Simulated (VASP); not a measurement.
Runs of VASP 6.6.1 on WAu. The structure is that of space group F-43m (No. 216), or close to it. The cells are those of the table. 

```tsv
task	level	potentials or basis	spin	cell	k mesh	cutoff (eV)	smearing	grid for exact exchange (PRECFOCK)	share of exact exchange	screening parameter	gap on the mesh (eV)	pressure (GPa)	relaxed volume (Å³/atom)
relaxation of cell and atoms	PBE-based screened hybrid with 25 % exact exchange	VASP PAW PBE potentials, release 64 (W_sv, Au)	off	relaxed from a = 3.886 Å, angles 60.0°, 2 atoms	4 × 4 × 4	600	fermi-dirac 0.05 eV	Normal	0.25	0.3 1/Å	none	0.0	24.00
single point	PBE	VASP PAW PBE potentials, release 64 (W_sv, Au)	off	a = 3.886 Å, angles 60.0°, 2 atoms	8 × 8 × 8	520	gaussian 0.011 eV	-	-	-	none	33.1	-
single point	LDA	VASP PAW LDA potentials, release 64 (W_sv, Au)	non-collinear, zero start, SOC	a = 3.886 Å, angles 60.0°, 2 atoms	6 × 6 × 6	520	fermi-dirac 0.05 eV	-	-	-	-	23.4	-
single point	LDA	VASP PAW LDA potentials, release 64 (W_sv, Au)	off	a = 4.035 Å, angles 60.0°, 2 atoms	8 × 8 × 8	520	fermi-dirac 0.05 eV	-	-	-	none	0.8	-
single point	HF	VASP PAW PBE potentials, release 64 (W_sv, Au)	off	a = 4.189 Å, angles 60.0°, 2 atoms	4 × 4 × 4	520	fermi-dirac 0.05 eV	Normal	1	-	none	(b)	-
single point	LDA	VASP PAW LDA potentials, release 64 (W_sv, Au)	off	a = 3.886 Å, angles 60.0°, 2 atoms	8 × 8 × 8	520	fermi-dirac 0.05 eV	-	-	-	none	23.7	-
relaxation of cell and atoms	PBEsol	VASP PAW PBE potentials, release 64 (W_sv, Au)	off	relaxed from a = 3.886 Å, angles 60.0°, 2 atoms	8 × 8 × 8	600	fermi-dirac 0.05 eV	-	-	-	none	0.0	(a)
relaxation of cell and atoms	LDA	VASP PAW LDA potentials, release 64 (W_sv, Au)	off	relaxed from a = 3.886 Å, angles 60.0°, 2 atoms	8 × 8 × 8	600	fermi-dirac 0.05 eV	-	-	-	none	0.0	(c)
```

Estimate the missing entries.

(a) 23.74; (b) -3.3; (c) 23.34.

Caveats: some runs use coarse meshes; spin-orbit coupling is left out, which moves the levels of the heavy elements (at least some runs); the PAW data sets were made with another functional, which shifts forces and pressure a little (at least some runs); the cell stands under pressure (at least some runs); the volume moved by over 15 % at a fixed basis, so the end points are rough (at least some runs).

A k mesh can miss the band edges, and rows without SOC leave out spin-orbit coupling on Au, W.

A gap of «none» marks levels without a gap at the run's occupations.
